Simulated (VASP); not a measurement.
# AsWN3 (I4/mcm) in VASP: single point with PBEsol

Aim: the single point of AsWN3 with PBEsol.

Program: VASP 6.6.1. These are calculated values, not measurements. Logs are shortened: lines on timing, memory, paths and dates and some standing lists are left out, and cuts for length are marked.

## 1. The cell of the first run

The structure is tetragonal, space group I4/mcm (No. 140). The conventional cell has a = 5.395 Å, b = 5.395 Å, c = 7.770 Å, α = 90.00°, β = 90.00°, γ = 90.00°. As (site symmetry -42m) has 8 N at 2.30 to 2.70 Å within 3.0 Å. Within 2.6 Å of W (site symmetry 4/m) lie 6 N at 1.94 to 2.03 Å. Within 2.9 Å of N (site symmetry m2m) lie 2 W at 2.03 Å and 2 As at 2.30 Å and 9 N at 2.45 to 2.86 Å. N (site symmetry 422) has 2 W at 1.94 Å and 4 As at 2.70 Å and 8 N at 2.81 Å within 2.9 Å.

## 2. Single point, PBEsol

Input file INCAR:

```
PREC = Accurate
ENCUT = 600
EDIFF = 1E-6
ISMEAR = -1
SIGMA = 0.03
LREAL = False
LASPH = True
NELM = 120
ALGO = Normal
ISIF = 2
LWAVE = False
LCHARG = False
GGA = PS
NBANDS = 45
GGA_COMPAT = False
```

Input file KPOINTS:

```
Automatic mesh
0
Gamma
  6 6 6
```

Input file POSCAR:

```
AsWN3
1.0
   -2.6976037224      2.6976037224      3.8849089586
    2.6976037224     -2.6976037224      3.8849089586
    2.6976037224      2.6976037224     -3.8849089586
As W N
2 2 6
Direct
    0.7500000000      0.2500000000      0.5000000000
    0.2500000000      0.7500000000      0.5000000000
    0.0000000000      0.0000000000      0.0000000000
    0.5000000000      0.5000000000      0.0000000000
    0.8391528638      0.3391528638      0.1783057276
    0.3391528638      0.1608471362      0.5000000000
    0.6608471362      0.8391528638      0.5000000000
    0.1608471362      0.6608471362      0.8216942724
    0.7500000000      0.7500000000      0.0000000000
    0.2500000000      0.2500000000      0.0000000000
```

Potentials or basis: VASP PAW PBE potentials, release 64 (As, W_sv, N).

On the command line:

```console
$ cat potpaw_PBE.64/As/POTCAR potpaw_PBE.64/W_sv/POTCAR potpaw_PBE.64/N/POTCAR > POTCAR
$ mpirun -np 1 vasp_std > vasp.out
```

OUTCAR:

```text
PREC = Accurate
   ENCUT = 600
   EDIFF = 1E-6
   ISMEAR = -1
   LREAL = False
   LASPH = True
   NELM = 120
   ISIF = 2
   GGA = PS

 ion  position               nearest neighbor table
   1  0.750  0.250  0.500-   8 2.30   7 2.30   6 2.30   5 2.30
   2  0.250  0.750  0.500-   5 2.30   6 2.30   7 2.30   8 2.30
   3  0.000  0.000  0.000-   9 1.94  10 1.94   5 2.03   8 2.03   6 2.03   7 2.03
   4  0.500  0.500  0.000-   9 1.94  10 1.94   5 2.03   8 2.03   7 2.03   6 2.03
   5  0.839  0.339  0.178-   3 2.03   4 2.03   2 2.30   1 2.30
   6  0.339  0.161  0.500-   4 2.03   3 2.03   1 2.30   2 2.30
   7  0.661  0.839  0.500-   3 2.03   4 2.03   1 2.30   2 2.30
   8  0.161  0.661  0.822-   3 2.03   4 2.03   1 2.30   2 2.30
   9  0.750  0.750  0.000-   3 1.94   4 1.94
  10  0.250  0.250  0.000-   3 1.94   4 1.94

  LATTYP: Found a body centered tetragonal cell.
 ALAT       =     5.3952074448
 C/A-ratio  =     1.4401333029

  Lattice vectors:

 A1 = (  -2.6976037224,   2.6976037224,   3.8849089586)
 A2 = (   2.6976037224,  -2.6976037224,   3.8849089586)
 A3 = (   2.6976037224,   2.6976037224,  -3.8849089586)

Analysis of symmetry for initial positions (statically):
=====================================================================
 Subroutine PRICEL returns:
 Original cell was already a primitive cell.

 Routine SETGRP: Setting up the symmetry group for a
 body centered tetragonal supercell.

 Subroutine GETGRP returns: Found 16 space group operations
 (whereof  8 operations were pure point group operations)
 out of a pool of 16 trial point group operations.

The static configuration has the point symmetry C_4h.
 The point group associated with its full space group is D_4h.

Analysis of symmetry for dynamics (positions and initial velocities):
=====================================================================
 Subroutine PRICEL returns:
 Original cell was already a primitive cell.

 Routine SETGRP: Setting up the symmetry group for a
 body centered tetragonal supercell.

 Subroutine GETGRP returns: Found 16 space group operations
 (whereof  8 operations were pure point group operations)
 out of a pool of 16 trial point group operations.

The dynamic configuration has the point symmetry C_4h.
 The point group associated with its full space group is D_4h.

 Subroutine INISYM returns: Found 16 space group operations
 (whereof  8 operations are pure point group operations),
 and found     1 'primitive' translations
[... 111 lines left out ...]
   EDIFF  = 0.1E-05   stopping-criterion for ELM
   LREAL  =      F    real-space projection
[... 7 lines left out ...]
   TEBEG  =    0.0;   TEEND  =   0.0 temperature during run
   PSTRESS=    0.0 pullay stress
   NELECT =      68.0000    total number of electrons
   NUPDOWN=      -1.0000    fix difference up-down
   EMIN   =  10.00;   EMAX   =-10.00  energy-range for DOS
   EFERMI =   0.00;   METHOD = LEGACY
   ISMEAR =    -1;   SIGMA  =   0.03  broadening in eV -4-tet -1-fermi 0-gaus
   EFERMI_NEDOS =   21; number of points for ismear=-14 and -15
   IALGO  =     38    algorithm
   IMIX   =      4    mixing-type and parameters
     AMIX     =   0.40;   BMIX     =  1.00
     AMIX_MAG =   1.60;   BMIX_MAG =  1.00
  volume/ion in A,a.u.               =      11.31        76.31
  Fermi-wavevector in a.u.,A,eV,Ry     =   1.381801  2.611225 25.978601  1.909373
  Thomas-Fermi vector in A             =   2.506551
   LORBIT       =      0    0 simple, 1 ext, 2 COOP (PROOUT), +10 PAW based schemes
   GGA     = PS    functional components
   LHFCALC =     F    Hartree Fock is set to
   AEXX    =    0.0000 exact exchange contribution
   IVDW    =     0    specifies the selected vdW correction
   LEPSILON=     F    determine dielectric tensor
   LRPA    =     F    only Hartree local field effects (RPA)
 non-spin polarized calculation
  energy-cutoff  :      600.00
  volume of cell :      113.08
 maximum number of plane-waves:      3788
 NGX is ok and might be reduce to    48
   NGX = 21   NGY = 21   NGZ = 21

 number of electron      67.9999997 magnetization

 Free energy of the ion-electron system (eV)
  ---------------------------------------------------
  ext. energy  EPLUGINS =         0.00000000
  ---------------------------------------------------
  free energy    TOTEN  =       -85.23818379 eV

  energy without entropy =      -85.23602122  energy(sigma->0) =      -85.23710250

 E-fermi :   7.2418     XC(G=0): -12.2178

 val. band max:        7.2259543143   @ k =   0.0000   0.0000   0.0000
 cond. band min:       7.2863280390   @ k =  -0.1667  -0.1667   0.1667
 fundamental gap:      0.0603737246
 Fermi energy:         7.2418005298

 k-point     1 :       0.0000    0.0000    0.0000
  band No.  band energies     occupation
      1     -67.3852      2.00000
      2     -67.3832      2.00000
      3     -31.7631      2.00000
      4     -31.7272      2.00000
      5     -31.6494      2.00000
      6     -31.6494      2.00000
[... 1141 lines left out ...]
     44      12.3494      0.00000
     45      12.3660      0.00000

 [... further k-points ...]

------------------------ aborting loop because EDIFF is reached ----------------------------------------

  FORCE on cell =-STRESS in cart. coord.  units (eV):
  Direction    XX          YY          ZZ          XY          YZ          ZX
  --------------------------------------------------------------------------------------
  -------------------------------------------------------------------------------------
  Total        0.3792892      0.3792892      0.5611602      0.0000000      0.0000000      0.0000000
  in kB        5.3738299      5.3738299      7.9506079      0.0000000      0.0000000      0.0000000
  external PRESSURE =       6.2327559 kB  Pullay stress =       0.0000000 kB

 VOLUME and BASIS-vectors are now :
 -----------------------------------------------------------------------------
  energy-cutoff  :      600.00
  volume of cell :      113.08
      direct lattice vectors                 reciprocal lattice vectors
    -2.697603722  2.697603722  3.884908959     0.000000000  0.185349685  0.128703145
     2.697603722 -2.697603722  3.884908959     0.185349685  0.000000000  0.128703145
     2.697603722  2.697603722 -3.884908959     0.185349685  0.185349685  0.000000000

 POSITION                                       TOTAL-FORCE (eV/Angst)
 -----------------------------------------------------------------------------------
      0.00000      2.69760      1.94245         0.000000      0.000000     -0.000000
      2.69760      0.00000      1.94245         0.000000      0.000000     -0.000000
      0.00000      0.00000      0.00000        -0.000000      0.000000     -0.000000
      0.00000      0.00000      3.88491        -0.000000      0.000000     -0.000000
     -0.86780      1.82980      3.88491         0.023488      0.023488      0.000000
      0.86780      1.82980      0.00000        -0.023488      0.023488      0.000000
      1.82980      0.86780      3.88491         0.023488     -0.023488     -0.000000
      3.56541      0.86780     -0.00000        -0.023488     -0.023488     -0.000000
      0.00000      0.00000      5.82736        -0.000000      0.000000     -0.000000
      0.00000      0.00000      1.94245         0.000000      0.000000     -0.000000
 -----------------------------------------------------------------------------------
    total drift:                               -0.000000     -0.000000      0.000000

  FREE ENERGIE OF THE ION-ELECTRON SYSTEM (eV)
  ---------------------------------------------------
  free  energy   TOTEN  =       -85.2381837875 eV

  energy  without entropy=      -85.2360212199  energy(sigma->0) =      -85.23710250
```

stdout:

```text
POSCAR found type information on POSCAR AsW N
 POSCAR found :  3 types and      10 ions
 scaLAPACK will be used
 -----------------------------------------------------------------------------
|                                                                             |
|                                                                             |
|     You enforced a specific xc type in the INCAR file but a different       |
|     I HOPE YOU KNOW WHAT YOU ARE DOING!                                     |
|                                                                             |
 -----------------------------------------------------------------------------

 LDA part: xc-table for (Slater+PW92), standard interpolation
 POSCAR, INCAR and KPOINTS ok, starting setup
 FFT: planning ... GRIDC
 FFT: planning ... GRID_SOFT
 FFT: planning ... GRID
 WAVECAR not read
 entering main loop
```

Wall time 6.3 min (1 thread of Intel Xeon 8259CL, shared host); peak memory 0.42 GiB.

What came out:

```
Free energy            : -85.2382 eV
Pressure               : 0.6 GPa
Largest force          : 0.033 eV/Å
Band gap on the k mesh : zero (bands 34 and 35 overlap by 0.47 eV)
```

Forces on the atoms (eV/Å):
```
As   0.000  0.000  0.000
As   0.000  0.000  0.000
W    0.000  0.000  0.000
W    0.000  0.000  0.000
N    0.023  0.023  0.000
N   -0.023  0.023  0.000
N    0.023 -0.023  0.000
N   -0.023 -0.023  0.000
N    0.000  0.000  0.000
N    0.000  0.000  0.000
```

Caveat: the PAW data sets were made with another functional, which shifts forces and pressure a little; spin-orbit coupling is left out, which moves the levels of the heavy elements.

The gap in the log of VASP goes by the Fermi energy; the results here count the filled bands.